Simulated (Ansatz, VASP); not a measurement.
# One calculation of Ge2Sb, two programs

INCAR

```
  PREC = Accurate
  ENCUT = 600
  EDIFF = 1E-6
  ISMEAR = 0
  SIGMA = 0.1
  LREAL = False
  LASPH = True
  NELM = 100
  ALGO = Normal
  ISIF = 3
  LWAVE = False
  LCHARG = False
  GGA = PE
  IBRION = 2
  NSW = 100
  EDIFFG = -0.01
```

KPOINTS

```
Automatic mesh
0
Gamma
  12 12 12
```

POSCAR

```
Ge2Sb
1.0
    0.0000000000      3.3877780113      3.3877780113
    3.3877780113      0.0000000000      3.3877780113
    3.3877780113      3.3877780113      0.0000000000
Ge Sb
2 1
Direct
    0.2500000000      0.2500000000      0.2500000000
    0.5000000000      0.5000000000      0.5000000000
    0.0000000000      0.0000000000      0.0000000000
```

Input for Ansatz:

```yaml
crystal:
  lattice:
    - [0.0, 3.3877780113, 3.3877780113]
    - [3.3877780113, 0.0, 3.3877780113]
    - [3.3877780113, 3.3877780113, 0.0]
  atoms:
    - { symbol: Ge, position: [0.25, 0.25, 0.25] }
    - { symbol: Ge, position: [0.5, 0.5, 0.5] }
    - { symbol: Sb, position: [0.0, 0.0, 0.0] }
basis:
  ecutwfc: 420
kpoints:
  mp_grid: { grid: [12, 12, 12] }
hamiltonian:
  xc: pbe
scf:
  occupations: { method: gaussian, width: 0.1 }
output:
  forces: true
  stress: true
  eigenvalues: true
  write_density: true
  write_potential: true
  elf: true
  volumetric_format: npy
relax:
  adjacent_minimum: "off"
  f_tol: 0.01
  max_steps: 80
  cell: { stress_tol: 0.05 }
```

Alike in both runs: task relaxation of cell and atoms; functional PBE; k mesh 12 × 12 × 12; occupations gaussian, width 0.1 eV; no spin polarisation.

|  | VASP | Ansatz |
| --- | --- | --- |
| version | VASP 6.6.1 | Ansatz 0.2.0 |
| potentials or method | VASP PAW PBE potentials, release 64 (Ge_d, Sb), cutoff 600 eV | scalar-relativistic, plane waves, PAW |
| valence electrons in the cell | 33 | 43 |

```csv
,VASP,Ansatz,Ansatz less VASP
"gap on the k mesh at the Fermi level, each at its own relaxed structure (eV)",none,none,-
relaxed volume (Å³/atom),25.39,25.40,+0.006
relaxed cell length with the largest relative difference (Å),4.758,4.758,+0.0004
```

A gap of «none» marks a metal or a gap that the smearing closes. VASP's potentials hold 33 valence electrons a cell and Ansatz's 43, so a difference there can come from the potentials and not from the codes.

Neither program's run includes spin-orbit coupling.
